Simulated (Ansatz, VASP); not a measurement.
**TiTe2 in VASP and in Ansatz**

File INCAR:

```
SYSTEM = TiTe2
ALGO = Normal
EDIFF = 1E-6
ENCUT = 520
GGA = PE
ISIF = 2
ISMEAR = 0
LASPH = .True.
LCHARG = .False.
LREAL = .False.
LWAVE = .False.
NBANDS = 19
NELM = 100
PREC = Accurate
SIGMA = 0.05
```

KPOINTS

```
k-points
0
Gamma
  10 10 10
  0 0 0
```

Contents of POSCAR:

```
TiTe2
1.0
    0.0000000000      3.4197519922      3.4197519922
    3.4197519922      0.0000000000      3.4197519922
    3.4197519922      3.4197519922      0.0000000000
Ti Te
1 2
Direct
    0.0000000000      0.0000000000      0.0000000000
    0.2500000000      0.2500000000      0.2500000000
    0.7500000000      0.7500000000      0.7500000000
```

Input for Ansatz:

```yaml
crystal:
  lattice:
    - [0.0, 3.4197519922, 3.4197519922]
    - [3.4197519922, 0.0, 3.4197519922]
    - [3.4197519922, 3.4197519922, 0.0]
  atoms:
    - { symbol: Ti, position: [0.0, 0.0, 0.0] }
    - { symbol: Te, position: [0.25, 0.25, 0.25] }
    - { symbol: Te, position: [0.75, 0.75, 0.75] }
basis:
  ecutwfc: 420
  ecutrho_ratio: 4
kpoints:
  mp_grid: { grid: [10, 10, 10] }
hamiltonian:
  xc: pbe
scf:
  occupations: { method: gaussian, width: 0.05 }
output:
  forces: true
  stress: true
  eigenvalues: true
```

Alike in both runs: task single point; functional PBE; k mesh 10 × 10 × 10; occupations gaussian, width 0.05 eV; no spin polarisation.

```csv
,VASP,Ansatz
version,VASP 6.6.1,Ansatz 0.2.0
potentials or method,"VASP PAW PBE potentials, release 64 (Ti_sv, Te), cutoff 520 eV","scalar-relativistic, plane waves, PAW"
valence electrons in the cell,24,44
```

|  | VASP | Ansatz | Ansatz less VASP |
| --- | --- | --- | --- |
| gap on the k mesh at the Fermi level (eV) | none | none | - |
| pressure (GPa) | 1.3 | 1.3 | -0.04 |

A gap of «none» marks a metal or a gap that the smearing closes. With one functional, cell and mesh, what is left measures potentials, basis and numerics. VASP's potentials hold 24 valence electrons a cell and Ansatz's 44, so a difference there can come from the potentials and not from the codes.

Spin-orbit coupling is off throughout.
